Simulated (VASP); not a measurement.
# Ti2Cl (P4/mmm) in VASP: a series of runs

The runs below take Ti2Cl through single point, relaxation of cell and atoms, with PBE.

All numbers are computed with VASP 6.6.1; they aren't measurements. Logs are shortened: lines on timing, memory, paths and dates and some standing lists are left out, and cuts for length are marked.

### 1 The cell of the first run

The structure is tetragonal, space group P4/mmm (No. 123). Conventional cell: a = 2.986 Å, b = 2.986 Å, c = 5.609 Å, α = 90.00°, β = 90.00°, γ = 90.00°. Within 3.4 Å of Ti (site symmetry 4mm) lie 6 Ti at 2.54 to 3.06 Å and 4 Cl at 2.61 Å. Within 3.4 Å of Cl (site symmetry 4/mmm) lie 8 Ti at 2.61 Å and 4 Cl at 2.99 Å.

The cell was built from a structure type or drawn by symmetry, and may not be a known phase.

### 2 Single point, PBE, collinear spin

File INCAR:

```
SYSTEM = Ti2Cl
PREC = Accurate
ENCUT = 520
EDIFF = 1E-6
ISMEAR = 0
SIGMA = 0.1
LREAL = .FALSE.
LASPH = .TRUE.
NELM = 150
ALGO = Normal
ISIF = 2
LWAVE = .FALSE.
LCHARG = .FALSE.
ISPIN = 2
MAGMOM = 1 1 0
LORBIT = 11
LMAXMIX = 4
GGA = PE
NBANDS = 26
```

File KPOINTS:

```
Automatic mesh
0
G
  6 6 4
  0 0 0
```

File POSCAR:

```
Ti2Cl
1.0
    2.9862076721      0.0000000000      0.0000000000
    0.0000000000      2.9862076721      0.0000000000
    0.0000000000      0.0000000000      5.6086489505
Ti Cl
2 1
Direct
    0.5000000000      0.5000000000      0.2731682602
    0.5000000000      0.5000000000      0.7268317398
    0.0000000000      0.0000000000      0.0000000000
```

Potentials or basis: VASP PAW PBE potentials, release 64 (Ti_sv, Cl).

The run is started by

```
> cat potpaw_PBE.64/Ti_sv/POTCAR potpaw_PBE.64/Cl/POTCAR > POTCAR
> mpirun -np 1 vasp_std > vasp.out
```

OUTCAR:

```text
SYSTEM = Ti2Cl
   PREC = Accurate
   ENCUT = 520
   EDIFF = 1E-6
   ISMEAR = 0
   LREAL = .FALSE.
   LASPH = .TRUE.
   NELM = 150
   ISIF = 2
   ISPIN = 2
   LORBIT = 11
   GGA = PE

 ion  position               nearest neighbor table
   1  0.500  0.500  0.273-   2 2.54   3 2.61   3 2.61   3 2.61   3 2.61
   2  0.500  0.500  0.727-   1 2.54   3 2.61   3 2.61   3 2.61   3 2.61
   3  0.000  0.000  0.000-   1 2.61   2 2.61   1 2.61   2 2.61   1 2.61   2 2.61   1 2.61   2 2.61

  LATTYP: Found a simple tetragonal cell.
 ALAT       =     2.9862076721
 C/A-ratio  =     1.8781844956

  Lattice vectors:

 A1 = (   2.9862076721,   0.0000000000,   0.0000000000)
 A2 = (   0.0000000000,   2.9862076721,   0.0000000000)
 A3 = (   0.0000000000,   0.0000000000,   5.6086489505)

Analysis of symmetry for initial positions (statically):
=====================================================================
 Subroutine PRICEL returns:
 Original cell was already a primitive cell.

 Routine SETGRP: Setting up the symmetry group for a
 simple tetragonal supercell.

 Subroutine GETGRP returns: Found 16 space group operations
 (whereof 16 operations were pure point group operations)
 out of a pool of 16 trial point group operations.

The static configuration has the point symmetry D_4h.

Analysis of symmetry for dynamics (positions and initial velocities):
=====================================================================
 Subroutine PRICEL returns:
 Original cell was already a primitive cell.

 Routine SETGRP: Setting up the symmetry group for a
 simple tetragonal supercell.

 Subroutine GETGRP returns: Found 16 space group operations
 (whereof 16 operations were pure point group operations)
 out of a pool of 16 trial point group operations.

The dynamic configuration has the point symmetry D_4h.

Analysis of structural, dynamic, and magnetic symmetry:
=====================================================================
 Subroutine PRICEL returns:
 Original cell was already a primitive cell.

 Routine SETGRP: Setting up the symmetry group for a
 simple tetragonal supercell.

 Subroutine GETGRP returns: Found 16 space group operations
 (whereof 16 operations were pure point group operations)
 out of a pool of 16 trial point group operations.

The overall configuration has the point symmetry D_4h.

 Subroutine INISYM returns: Found 16 space group operations
 (whereof 16 operations are pure point group operations),
 and found     1 'primitive' translations

----------------------------------------------------------------------------------------

                                     Primitive cell

  volume of cell :      50.0148

  direct lattice vectors                    reciprocal lattice vectors
     2.986207672  0.000000000  0.000000000     0.334872892  0.000000000  0.000000000
     0.000000000  2.986207672  0.000000000     0.000000000  0.334872892  0.000000000
     0.000000000  0.000000000  5.608648951     0.000000000  0.000000000  0.178296058

  length of vectors
     2.986207672  2.986207672  5.608648951     0.334872892  0.334872892  0.178296058

  position of ions in fractional coordinates (direct lattice)
     0.500000000  0.500000000  0.273168260
     0.500000000  0.500000000  0.726831740
     0.000000000  0.000000000  0.000000000

  ion indices of the primitive-cell ions
   primitive index   ion index
                 1           1
                 2           2
                 3           3

----------------------------------------------------------------------------------------

 KPOINTS: Automatic mesh

Automatic generation of k-mesh.
 Grid dimensions read from file:
 generate k-points for:    6    6    4

 Generating k-lattice:

  Cartesian coordinates                     Fractional coordinates (reciprocal lattice)
     0.055812149  0.000000000  0.000000000     0.166666667  0.000000000  0.000000000
     0.000000000  0.055812149  0.000000000     0.000000000  0.166666667  0.000000000
     0.000000000  0.000000000  0.044574015     0.000000000  0.000000000  0.250000000

  Length of vectors
     0.055812149  0.055812149  0.044574015

  Shift w.r.t. Gamma in fractional coordinates (k-lattice)
     0.000000000  0.000000000  0.000000000

 Subroutine IBZKPT returns following result:
 ===========================================

 Found     30 irreducible k-points:

 Following reciprocal coordinates:
            Coordinates               Weight
  0.000000  0.000000  0.000000      1.000000
  0.166667  0.000000  0.000000      4.000000
  0.333333  0.000000  0.000000      4.000000
  0.500000  0.000000  0.000000      2.000000
  0.166667  0.166667  0.000000      4.000000
  0.333333  0.166667  0.000000      8.000000
[... 16 lines left out ...]
  0.333333  0.000000  0.500000      4.000000
  0.500000  0.000000  0.500000      2.000000
 [... further k-points ...]
   k-points           NKPTS =     30   k-points in BZ     NKDIM =     30   number of bands    NBANDS=     26
   number of dos      NEDOS =    301   number of ions     NIONS =      3
   total plane-waves  NPLWV =  24192
   dimension x,y,z NGX =    24 NGY =   24 NGZ =   42
   dimension x,y,z NGXF=    48 NGYF=   48 NGZF=   84
   ions per type =               2   1
   NGX,Y,Z   is equivalent  to a cutoff of  13.36, 13.36, 12.45 a.u.
   NGXF,Y,Z  is equivalent  to a cutoff of  26.72, 26.72, 24.90 a.u.
 SYSTEM =  Ti2Cl
   PREC   = accura    normal or accurate (medium, high low for compatibility)
   ISTART =      0    job   : 0-new  1-cont  2-samecut
   ICHARG =      2    charge: 1-file 2-atom 10-const
   ISPIN  =      2    spin polarized calculation?
   LNONCOLLINEAR =      F non collinear calculations
   LSORBIT =      F    spin-orbit coupling
   LASPH  =      T    aspherical Exc in radial PAW
   ENCUT  =  520.0 eV  38.22 Ry    6.18 a.u.   5.55  5.55 10.43*2*pi/ulx,y,z
   NELM   =    150;   NELMIN=  2; NELMDL= -5     # of ELM steps
   EDIFF  = 0.1E-05   stopping-criterion for ELM
   LREAL  =      F    real-space projection
   EDIFFG = 0.1E-04   stopping-criterion for IOM
   NSW    =      0    number of steps for IOM
   IBRION =     -1    ionic relax: 0-MD 1-quasi-New 2-CG
   NFREE  =      0    steps in history (QN), initial steepest desc. (CG)
   ISIF   =      2    stress and relaxation
   ISYM   =      2    0-nonsym 1-usesym 2-fastsym
   POTIM  = 0.5000    time-step for ionic-motion
   TEBEG  =    0.0;   TEEND  =   0.0 temperature during run
   PSTRESS=    0.0 pullay stress
   NELECT =      31.0000    total number of electrons
   NUPDOWN=      -1.0000    fix difference up-down
   EMIN   =  10.00;   EMAX   =-10.00  energy-range for DOS
   EFERMI =   0.00;   METHOD = LEGACY
   ISMEAR =     0;   SIGMA  =   0.10  broadening in eV -4-tet -1-fermi 0-gaus
   EFERMI_NEDOS =   21; number of points for ismear=-14 and -15
   IALGO  =     38    algorithm
   IMIX   =      4    mixing-type and parameters
     AMIX     =   0.40;   BMIX     =  1.00
     AMIX_MAG =   1.60;   BMIX_MAG =  1.00
  volume/ion in A,a.u.               =      16.67       112.51
  Fermi-wavevector in a.u.,A,eV,Ry     =   1.395820  2.637717 26.508400  1.948312
  Thomas-Fermi vector in A             =   2.519234
   LORBIT       =     11    0 simple, 1 ext, 2 COOP (PROOUT), +10 PAW based schemes
   GGA     = PE    functional components
   LHFCALC =     F    Hartree Fock is set to
   AEXX    =    0.0000 exact exchange contribution
   IVDW    =     0    specifies the selected vdW correction
   LEPSILON=     F    determine dielectric tensor
   LRPA    =     F    only Hartree local field effects (RPA)
 spin polarized calculation
 Gauss-broadening in eV      SIGMA  =   0.10
  energy-cutoff  :      520.00
  volume of cell :       50.01
 maximum number of plane-waves:      1388
 NGX is ok and might be reduce to    24
   NGX = 11   NGY = 11   NGZ = 21

 number of electron      30.9999980 magnetization       0.0029962

 Free energy of the ion-electron system (eV)
  ---------------------------------------------------
  ext. energy  EPLUGINS =         0.00000000
  ---------------------------------------------------
  free energy    TOTEN  =       -17.11582367 eV

  energy without entropy =      -17.09374260  energy(sigma->0) =      -17.10478314

 E-fermi :   9.1689     XC(G=0): -11.2858

 val. band max:        9.1659816898   @ k =   0.5000   0.1667   0.2500
 cond. band min:       9.1876990508   @ k =   0.3333   0.0000   0.2500
 fundamental gap:      0.0217173610
 Fermi energy:         9.1689405569

 spin component 1

 k-point     1 :       0.0000    0.0000    0.0000
  band No.  band energies     occupation
      1     -47.8533      1.00000
      2     -47.7540      1.00000
      3     -24.4805      1.00000
      4     -24.0012      1.00000
      5     -24.0012      1.00000
      6     -23.9292      1.00000
[... 18 lines left out ...]
     25      15.2824      0.00000
     26      16.6288      0.00000
[... 644 lines left out ...]
      4     -24.2910      1.00000
      5     -24.2522      1.00000
      6     -23.9605      1.00000
[... 18 lines left out ...]
     25      14.4434      0.00000
     26      16.1150      0.00000

 [... further k-points ...]

 spin component 2

 k-point     1 :       0.0000    0.0000    0.0000
  band No.  band energies     occupation
      1     -47.8523      1.00000
      2     -47.7530      1.00000
      3     -24.4795      1.00000
      4     -24.0003      1.00000
      5     -24.0003      1.00000
      6     -23.9282      1.00000
[... 18 lines left out ...]
     25      15.2827      0.00000
     26      16.6297      0.00000
[... 644 lines left out ...]
      4     -24.2900      1.00000
      5     -24.2513      1.00000
      6     -23.9595      1.00000
[... 18 lines left out ...]
     25      14.4440      0.00000
     26      16.1157      0.00000

 [... further k-points ...]

------------------------ aborting loop because EDIFF is reached ----------------------------------------

  FORCE on cell =-STRESS in cart. coord.  units (eV):
  Direction    XX          YY          ZZ          XY          YZ          ZX
  --------------------------------------------------------------------------------------
  -------------------------------------------------------------------------------------
  Total        0.0441581      0.0441581      0.0912652      0.0000000      0.0000000      0.0000000
  in kB        1.4145635      1.4145635      2.9235985      0.0000000      0.0000000      0.0000000
  external PRESSURE =       1.9175752 kB  Pullay stress =       0.0000000 kB

 VOLUME and BASIS-vectors are now :
 -----------------------------------------------------------------------------
  energy-cutoff  :      520.00
  volume of cell :       50.01
      direct lattice vectors                 reciprocal lattice vectors
     2.986207672  0.000000000  0.000000000     0.334872892  0.000000000  0.000000000
     0.000000000  2.986207672  0.000000000     0.000000000  0.334872892  0.000000000
     0.000000000  0.000000000  5.608648951     0.000000000  0.000000000  0.178296058

 POSITION                                       TOTAL-FORCE (eV/Angst)
 -----------------------------------------------------------------------------------
      1.49310      1.49310      1.53210         0.000000      0.000000      0.035824
      1.49310      1.49310      4.07654         0.000000     -0.000000     -0.035824
      0.00000      0.00000      0.00000        -0.000000      0.000000     -0.000000
 -----------------------------------------------------------------------------------
    total drift:                                0.000000     -0.000000     -0.000000

  FREE ENERGIE OF THE ION-ELECTRON SYSTEM (eV)
  ---------------------------------------------------
  free  energy   TOTEN  =       -17.1158236699 eV

  energy  without entropy=      -17.0937426031  energy(sigma->0) =      -17.10478314

 total charge

# of ion       s       p       d       tot
------------------------------------------
    1        2.180   6.059   2.065  10.303
    2        2.180   6.059   2.065  10.303
    3        1.593   3.512   0.000   5.105
--------------------------------------------------
tot          5.952  15.630   4.129  25.711

 magnetization (x)

# of ion       s       p       d       tot
------------------------------------------
    1        0.000   0.000   0.001   0.001
    2        0.000   0.000   0.001   0.001
    3        0.000  -0.000   0.000  -0.000
--------------------------------------------------
tot          0.000   0.000   0.002   0.002
```

Run time: 48 s. Hardware: 1 thread of Intel Xeon Platinum 8488C (Sapphire Rapids), shared host; peak memory 0.21 GiB.

Results:

* Free energy: -17.1158 eV
* Pressure: 0.2 GPa
* Largest force: 0.036 eV/Å
* Net moment: 0.00 μB per cell
* Valence electrons inside the program's atomic spheres: Ti 10.30; Cl 5.11

Forces on the atoms (eV/Å):
```
Ti   0.000  0.000  0.036
Ti   0.000  0.000 -0.036
Cl   0.000  0.000  0.000
```

Stress tensor (GPa, compression positive):
```
0.14 0.00 0.00
0.00 0.14 0.00
0.00 0.00 0.29
```

### 3 Single point, PBE, collinear spin

This run uses another cell than the first one, of 17.90 Å³/atom.

File INCAR:

```
SYSTEM = Ti2Cl
ALGO = Normal
EDIFF = 1E-6
ENCUT = 520
GGA = PE
ISIF = 2
ISMEAR = 0
ISPIN = 2
LASPH = .TRUE.
LCHARG = .FALSE.
LMAXMIX = 4
LORBIT = 11
LREAL = .FALSE.
LWAVE = .FALSE.
MAGMOM = 1 1 0
NBANDS = 26
NELM = 150
PREC = Accurate
SIGMA = 0.1
```

File KPOINTS:

```
k-points
0
G
  6 6 4
  0 0 0
```

File POSCAR:

```
Ti2Cl
1.0
    2.9632872900      0.0000000000      0.0000000000
    0.0000000000      2.9632872900      0.0000000000
    0.0000000000      0.0000000000      6.1140055200
Ti Cl
2 1
Direct
    0.5000000000      0.5000000000      0.2949999900
    0.5000000000      0.5000000000      0.7050000100
    0.0000000000      0.0000000000      0.0000000000
```

Potentials or basis: VASP PAW PBE potentials, release 64 (Ti_sv, Cl).

The run is started by

```
> cat potpaw_PBE.64/Ti_sv/POTCAR potpaw_PBE.64/Cl/POTCAR > POTCAR
> mpirun -np 1 vasp_std > vasp.out
```

OUTCAR:

```text
SYSTEM = Ti2Cl
   EDIFF = 1E-6
   ENCUT = 520
   GGA = PE
   ISIF = 2
   ISMEAR = 0
   ISPIN = 2
   LASPH = .TRUE.
   LORBIT = 11
   LREAL = .FALSE.
   NELM = 150
   PREC = Accurate

 ion  position               nearest neighbor table
   1  0.500  0.500  0.295-   2 2.51   3 2.76   3 2.76   3 2.76   3 2.76
   2  0.500  0.500  0.705-   1 2.51   3 2.76   3 2.76   3 2.76   3 2.76
   3  0.000  0.000  0.000-   1 2.76   2 2.76   1 2.76   2 2.76   1 2.76   2 2.76   1 2.76   2 2.76

  LATTYP: Found a simple tetragonal cell.
 ALAT       =     2.9632872900
 C/A-ratio  =     2.0632510188

  Lattice vectors:

 A1 = (   2.9632872900,   0.0000000000,   0.0000000000)
 A2 = (   0.0000000000,   2.9632872900,   0.0000000000)
 A3 = (   0.0000000000,   0.0000000000,   6.1140055200)

Analysis of symmetry for initial positions (statically):
=====================================================================
 Subroutine PRICEL returns:
 Original cell was already a primitive cell.

 Routine SETGRP: Setting up the symmetry group for a
 simple tetragonal supercell.

 Subroutine GETGRP returns: Found 16 space group operations
 (whereof 16 operations were pure point group operations)
 out of a pool of 16 trial point group operations.

The static configuration has the point symmetry D_4h.

Analysis of symmetry for dynamics (positions and initial velocities):
=====================================================================
 Subroutine PRICEL returns:
 Original cell was already a primitive cell.

 Routine SETGRP: Setting up the symmetry group for a
 simple tetragonal supercell.

 Subroutine GETGRP returns: Found 16 space group operations
 (whereof 16 operations were pure point group operations)
 out of a pool of 16 trial point group operations.

The dynamic configuration has the point symmetry D_4h.

Analysis of structural, dynamic, and magnetic symmetry:
=====================================================================
 Subroutine PRICEL returns:
 Original cell was already a primitive cell.

[... 152 lines left out ...]
  ext. energy  EPLUGINS =         0.00000000
  ---------------------------------------------------
  free energy    TOTEN  =       -17.00104757 eV

  energy without entropy =      -16.98204066  energy(sigma->0) =      -16.99154412

 E-fermi :   8.2869     XC(G=0): -10.9440

 val. band max:        8.2802290330   @ k =   0.3333   0.1667   0.0000
 cond. band min:       8.2875441670   @ k =   0.5000   0.0000   0.5000
 fundamental gap:      0.0073151340
 Fermi energy:         8.2869482836

 spin component 1

 k-point     1 :       0.0000    0.0000    0.0000
  band No.  band energies     occupation
      1     -48.8949      1.00000
      2     -48.7910      1.00000
      3     -25.5512      1.00000
      4     -24.9767      1.00000
      5     -24.9766      1.00000
      6     -24.9074      1.00000
[... 685 lines left out ...]
     25      12.6304      0.00000
     26      13.6146      0.00000

 [... further k-points ...]

 spin component 2

 k-point     1 :       0.0000    0.0000    0.0000
  band No.  band energies     occupation
      1     -48.5019      1.00000
      2     -48.4024      1.00000
      3     -25.0399      1.00000
      4     -24.6372      1.00000
      5     -24.6372      1.00000
      6     -24.5693      1.00000
[... 685 lines left out ...]
     25      12.9987      0.00000
     26      13.8771      0.00000

 [... further k-points ...]
[... 5 lines left out ...]
  --------------------------------------------------------------------------------------
  -------------------------------------------------------------------------------------
  Total       -0.7979122     -0.7979122     -0.7845115      0.0000000      0.0000000     -0.0000000
  in kB      -23.8118066    -23.8118066    -23.4118945      0.0000000      0.0000000     -0.0000000
  external PRESSURE =     -23.6785025 kB  Pullay stress =       0.0000000 kB

 VOLUME and BASIS-vectors are now :
 -----------------------------------------------------------------------------
  energy-cutoff  :      520.00
  volume of cell :       53.69
      direct lattice vectors                 reciprocal lattice vectors
     2.963287290  0.000000000  0.000000000     0.337463061  0.000000000  0.000000000
     0.000000000  2.963287290  0.000000000     0.000000000  0.337463061  0.000000000
     0.000000000  0.000000000  6.114005520     0.000000000  0.000000000  0.163558897

 POSITION                                       TOTAL-FORCE (eV/Angst)
 -----------------------------------------------------------------------------------
      1.48164      1.48164      1.80363        -0.000000      0.000000     -0.458709
      1.48164      1.48164      4.31037         0.000000     -0.000000      0.458709
      0.00000      0.00000      0.00000        -0.000000     -0.000000      0.000000
 -----------------------------------------------------------------------------------
    total drift:                                0.000000     -0.000000      0.000000

  FREE ENERGIE OF THE ION-ELECTRON SYSTEM (eV)
  ---------------------------------------------------
  free  energy   TOTEN  =       -17.0010475735 eV

  energy  without entropy=      -16.9820406603  energy(sigma->0) =      -16.99154412

 total charge

# of ion       s       p       d       tot
------------------------------------------
    1        2.192   6.037   2.024  10.254
    2        2.192   6.037   2.024  10.254
    3        1.606   3.493   0.000   5.099
--------------------------------------------------
tot          5.991  15.568   4.048  25.606

 magnetization (x)

# of ion       s       p       d       tot
------------------------------------------
    1        0.019   0.014   0.411   0.443
    2        0.019   0.014   0.411   0.443
    3        0.002   0.004   0.000   0.006
--------------------------------------------------
tot          0.040   0.032   0.822   0.893
```

Wall time 49 s (1 thread of Intel Xeon Platinum 8488C (Sapphire Rapids), shared host); peak memory 0.22 GiB.

What came out:

```yaml
Free_energy: -17.0010 eV
Pressure: -2.4 GPa
Largest_force: 0.459 eV/Å
Net_moment: 1.11 μB per cell
Site_moments: Ti +0.44; Cl +0.01 μB
Valence_electrons_inside_the_program's_atomic_spheres: Ti 10.25; Cl 5.10
```

Forces in eV/Å, atoms in the order of the input:
```
Ti   0.000  0.000 -0.459
Ti   0.000  0.000  0.459
Cl   0.000  0.000  0.000
```

[end of part 1 of 2]
